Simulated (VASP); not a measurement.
Tl, 2 atoms in the cell. The structure is hexagonal, space group P6_3/mmc (No. 194). The conventional cell has a = 3.526 Å, b = 3.526 Å, c = 5.333 Å, α = 90.00°, β = 90.00°, γ = 120.00°. Within 4.4 Å of Tl (site symmetry -6m2) lie 12 Tl at 3.35 to 3.53 Å. 

- Program: VASP 6.6.1
- Task: single point
- Functional: PBEsol
- Potentials or basis: VASP PAW PBE potentials, release 64 (Tl_d)
- Cutoff: 520 eV
- k mesh: 10 × 7 × 11
- Occupations: gaussian, width 0.1 eV
- Spin: no spin polarisation
- Dipole correction: no
- Further INCAR settings: ALGO = Fast; EDIFF = 1e-07; NBANDS = 20; ISYM = 0

Potentials or basis: VASP PAW PBE potentials, release 64 (Tl_d).

Command:

```console
$ cat potpaw_PBE.64/Tl_d/POTCAR > POTCAR
$ mpirun -np 1 vasp_std > vasp.out
```

Hardware: 1 thread of Intel Xeon 8259CL, on a shared host.

How long does it take, and how much memory?

It took 10 min on 1 thread of Intel Xeon 8259CL, with other jobs on the host, peak memory 0.45 GiB. Counts: scf iterations 13, k points 386.
